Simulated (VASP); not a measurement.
BeS, 2 atoms in the cell. Symmetry: F-43m, No. 216, cubic system. Conventional cell: a = 4.869 Å, b = 4.869 Å, c = 4.869 Å, α = 90.00°, β = 90.00°, γ = 90.00°. Be (site symmetry -43m) has 4 S at 2.11 Å within 2.8 Å. S (site symmetry -43m) has 4 Be at 2.11 Å within 2.8 Å. 

- Program: VASP 6.6.1
- Task: single point
- Functional: PBE
- Potentials or basis: VASP PAW PBE potentials, release 64 (Be, S)
- Cutoff: 520 eV
- k mesh: 6 × 6 × 6
- Occupations: gaussian, width 0.01 eV
- Spin: no spin polarisation
- Dipole correction: no
- Further INCAR settings: ALGO = Normal; EDIFF = 1e-06; NBANDS = 11

Potentials or basis: VASP PAW PBE potentials, release 64 (Be, S).

Run with:

```sh
$ cat potpaw_PBE.64/Be/POTCAR potpaw_PBE.64/S/POTCAR > POTCAR
$ mpirun -np 1 vasp_std > vasp.out
```

Hardware: 1 thread of Intel(R) Xeon(R) Platinum 8488C (Sapphire Rapids) (shared host).

How long does it take, and how much memory?

Run time: 6.7 s on 1 thread of Intel(R) Xeon(R) Platinum 8488C (Sapphire Rapids), on a shared host, peak memory 0.15 GiB. Counts: scf iterations 12, k points 16.
